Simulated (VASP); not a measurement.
Write the native input for VASP 6.6.1 that does the following.

```
Task                   : single point
Functional             : PBE
Potentials or basis    : VASP PAW PBE potentials, release 64 (Mg, Se)
Cutoff                 : 520 eV
k mesh                 : 4 × 4 × 2
Occupations            : gaussian, width 0.1 eV
Spin                   : no spin polarisation
Dipole correction      : no
Further INCAR settings : ALGO = Normal; EDIFF = 1e-06; NBANDS = 17
```

The structure of Mg5Se lies in POSCAR:

```
Mg5Se
1.0
    2.6903534400     -2.7388131200      0.0000000000
    2.6903534400      2.7388131200      0.0000000000
    0.0000000000      0.0000000000      9.1563140700
Mg Se
5 1
Direct
    0.2745992100      0.2745992100      0.1708093000
    0.7254007900      0.7254007900      0.1708093000
    0.2745992100      0.2745992100      0.8291907000
    0.7254007900      0.7254007900      0.8291907000
    0.5000000000      0.5000000000      0.5000000000
    0.0000000000      0.0000000000      0.0000000000
```

The cell was built from a structure type or drawn by symmetry, and may not be a known phase.

These files were run (other wordings do the same):

INCAR

```
ALGO = Normal
EDIFF = 1E-6
ENCUT = 520
GGA = PE
ISIF = 2
ISMEAR = 0
LASPH = True
LCHARG = False
LREAL = False
LWAVE = False
NBANDS = 17
NELM = 100
PREC = Accurate
SIGMA = 0.1
```

KPOINTS

```
k-points
0
Gamma
  4 4 2
```

Potentials or basis: VASP PAW PBE potentials, release 64 (Mg, Se).

Command:

```console
$ cat potpaw_PBE.64/Mg/POTCAR potpaw_PBE.64/Se/POTCAR > POTCAR
$ mpirun -np 1 vasp_std > vasp.out
```

It gave:

```yaml
Pressure: 23.1 GPa
Largest_force: 4.048 eV/Å
Band_gap_on_the_k_mesh: zero (bands 8 and 9 overlap by 0.92 eV)
```

Caveat: the k points lie up to 0.41 Å⁻¹ apart, too coarse for converged energies and pressures of a metal; forces of over 1 eV/Å act on the atoms, so gaps and moduli don't describe the material at rest.

Run time: 21 s on 1 thread of Intel(R) Xeon(R) 6975P-C (Granite Rapids), on a shared host, peak memory 0.24 GiB.
